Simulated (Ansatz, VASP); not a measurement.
Two plane-wave programs on MgRe

INCAR

```
PREC = Accurate ; ENCUT = 520
EDIFF = 1E-6 ; ISMEAR = 0
SIGMA = 0.2 ; LREAL = F
LASPH = T ; NELM = 80
ALGO = Fast ; ISIF = 2
LWAVE = F ; LCHARG = F
GGA = PE ; NBANDS = 28
```

KPOINTS

```
regular mesh
0
Gamma
  6 6 6
```

POSCAR

```
MgRe
1.0
    0.0000000000      3.1476433915      3.1476433915
    3.1476433915      3.1476433915      0.0000000000
   -3.1476433915      6.2952867830     -3.1476433915
Mg Re
4 4
Direct
    0.3750000000      0.3750000000      0.8750000000
    0.8750000000      0.8750000000      0.3750000000
    0.5000000000      0.5000000000      0.5000000000
    0.0000000000      0.0000000000      1.0000000000
    0.7500000000      0.7500000000      0.7500000000
    0.2500000000      0.2500000000      0.2500000000
    0.1250000000      0.1250000000      0.6250000000
    0.6250000000      0.6250000000      0.1250000000
```

Input for Ansatz:

```yaml
crystal:
  lattice:
    - [0.0, 3.1476433915, 3.1476433915]
    - [3.1476433915, 3.1476433915, 0.0]
    - [-3.1476433915, 6.295286783, -3.1476433915]
  atoms:
    - { symbol: Mg, position: [0.375, 0.375, 0.875] }
    - { symbol: Mg, position: [0.875, 0.875, 0.375] }
    - { symbol: Mg, position: [0.5, 0.5, 0.5] }
    - { symbol: Mg, position: [0.0, 0.0, 1.0] }
    - { symbol: Re, position: [0.75, 0.75, 0.75] }
    - { symbol: Re, position: [0.25, 0.25, 0.25] }
    - { symbol: Re, position: [0.125, 0.125, 0.625] }
    - { symbol: Re, position: [0.625, 0.625, 0.125] }
basis:
  ecutwfc: 420
kpoints:
  mp_grid: { grid: [6, 6, 6] }
hamiltonian:
  xc: pbe
scf:
  occupations: { method: gaussian, width: 0.2 }
  lower_state_search: "off"
output:
  forces: true
  stress: true
  eigenvalues: true
```

Alike in both runs: task single point; functional PBE; k mesh 6 × 6 × 6; occupations gaussian, width 0.2 eV; no spin polarisation.

```csv
,VASP,Ansatz
version,VASP 6.6.1,Ansatz 0.2.0
potentials or method,"VASP PAW PBE potentials, release 64 (Mg, Re), cutoff 520 eV","scalar-relativistic, plane waves, PAW"
valence electrons in the cell,36,100
```

|  | VASP | Ansatz | Ansatz less VASP |
| --- | --- | --- | --- |
| gap on the k mesh at the Fermi level (eV) | none | none | - |
| pressure (GPa) | -0.5 | 0.0 | +0.48 |

A gap of «none» marks a metal or a gap that the smearing closes. VASP's potentials hold 36 valence electrons a cell and Ansatz's 100, so a difference there can come from the potentials and not from the codes.

Spin-orbit coupling is off throughout.
